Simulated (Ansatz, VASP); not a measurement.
**Two plane-wave programs on AlFe**

INCAR

```
PREC = Accurate
ENCUT = 600
EDIFF = 1E-6
ISMEAR = -1
SIGMA = 0.05
LREAL = False
LASPH = True
NELM = 200
ALGO = Normal
ISIF = 2
LWAVE = False
LCHARG = False
ISPIN = 2
MAGMOM = 3 0
LORBIT = 11
NUPDOWN = 3.0
LMAXMIX = 4
GGA = PE
NBANDS = 20
GGA_COMPAT = False
```

File KPOINTS:

```
regular mesh
0
Gamma
  8 8 8
```

File POSCAR:

```
AlFe
1.0
    2.9100000000      0.0000000000      0.0000000000
    0.0000000000      2.9100000000      0.0000000000
    0.0000000000      0.0000000000      2.9100000000
Fe Al
1 1
Direct
    0.5000000000      0.5000000000      0.5000000000
    0.0000000000      0.0000000000      0.0000000000
```

input.yaml

```yaml
crystal:
  lattice:
    - [2.91, 0.0, 0.0]
    - [0.0, 2.91, 0.0]
    - [0.0, 0.0, 2.91]
  atoms:
    - { symbol: Fe, position: [0.5, 0.5, 0.5], spin: 3.0 }
    - { symbol: Al, position: [0.0, 0.0, 0.0] }
hamiltonian:
  xc: pbe
  pseudopotentials: { kind: paw }
magnetization:
  spin_polarized: true
  initial_magnetization: 3.0
  spin_locking: { lock_magnetization: hard }
kpoints:
  mp_grid: { grid: [8, 8, 8] }
scf:
  occupations: { method: fermi_dirac, width: 0.05 }
  lower_state_search: "off"
output:
  forces: true
  stress: true
  eigenvalues: true
```

Alike in both runs: task single point; functional PBE; k mesh 8 × 8 × 8; occupations fermi-dirac, width 0.05 eV; collinear spin; fixed moment 3 μB.

|  | VASP | Ansatz |
| --- | --- | --- |
| version | VASP 6.6.1 | Ansatz 0.2.0 |
| potentials or method | VASP PAW PBE potentials, release 64 (Fe_sv, Al) | Ansatz PAW |
| plane-wave cutoff (eV) | 600 | 420 |
| valence electrons in the cell | 19 | 19 |

Ansatz gave:

* pressure (GPa): 16.6
* net moment per atom (μB): 1.50
* size of the moment on the site where the two differ most (μB): 2.73

**Question.** What did VASP give for the same quantities?

**Answer.** Pressure (GPa): 15.0; net moment per atom (μB): 1.50; size of the moment on the site where the two differ most (μB): 2.58.

Site moments also hang on the region over which each program counts them.
